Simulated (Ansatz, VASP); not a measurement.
**One calculation of PbSe, two programs**

```
Pb Se
1.0
     0.00000    3.13901    3.13901
     3.13901    0.00000    3.13901
     3.13901    3.13901    0.00000
Pb Se
1 1
Direct
  0.00000 0.00000 0.00000
  0.50000 0.50000 0.50000
```

Alike in both runs: task single point; functional PBE; dispersion D3(BJ); k mesh 10 × 10 × 10; occupations gaussian, width 0.03 eV; no spin polarisation.

|  | VASP | Ansatz |
| --- | --- | --- |
| version | VASP 6.6.1 | Ansatz 0.2.0 |
| potentials or method | VASP PAW PBE potentials, release 64 (Pb_d, Se), cutoff 520 eV | scalar-relativistic, plane waves, PAW |
| valence electrons in the cell | 20 | 30 |

```tsv
	VASP	Ansatz	Ansatz less VASP
gap on the k mesh at the Fermi level (eV)	0.52	0.51	-0.005
least direct gap on the mesh (eV)	0.52	0.51	-0.005
pressure (GPa)	-2.8	-2.8	+0.02
```

VASP's potentials hold 20 valence electrons a cell and Ansatz's 30, so a difference there can come from the potentials and not from the codes. Ansatz's warnings: dispersion switch in reach.

Neither program's run includes spin-orbit coupling.
